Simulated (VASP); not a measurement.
Li2W, 3 atoms in the cell. The structure is hexagonal, space group P-6m2 (No. 187). The conventional cell has a = 2.725 Å, b = 2.725 Å, c = 7.659 Å, α = 90.00°, β = 90.00°, γ = 120.00°. Within 3.6 Å of Li (site symmetry 3m) lie 7 Li at 2.72 to 2.75 Å and 3 W at 2.92 Å. Within 3.6 Å of W (site symmetry -6m2) lie 6 W at 2.72 Å and 6 Li at 2.92 Å. The cell was generated, and may not be a known phase.

```yaml
Program: VASP 6.6.1
Task: relaxation of cell and atoms
Functional: PBE
Potentials_or_basis: VASP PAW PBE potentials, release 64 (Li_sv, W_sv)
Cutoff: 600 eV
k_mesh: 18 × 18 × 6
Occupations: gaussian, width 0.1 eV
Spin: no spin polarisation
Dipole_correction: no
Further_INCAR_settings: ALGO = Fast; EDIFF = 1e-07; IBRION = 2; EDIFFG = -0.01; NSW = 100; ISIF = 3
```

Potentials or basis: VASP PAW PBE potentials, release 64 (Li_sv, W_sv).

Command:

```sh
$ cat potpaw_PBE.64/Li_sv/POTCAR potpaw_PBE.64/W_sv/POTCAR > POTCAR
$ mpirun -np 1 vasp_std > vasp.out
```

Hardware: 1 thread of Intel(R) Xeon(R) 6975P-C (Granite Rapids) (shared host).

Problem. Estimate the wall time of this run.

Solution. Run time: 28 min on 1 thread of Intel(R) Xeon(R) 6975P-C (Granite Rapids), on a shared host, peak memory 0.36 GiB. Counts: scf iterations 566, k points 148, ion steps 8.
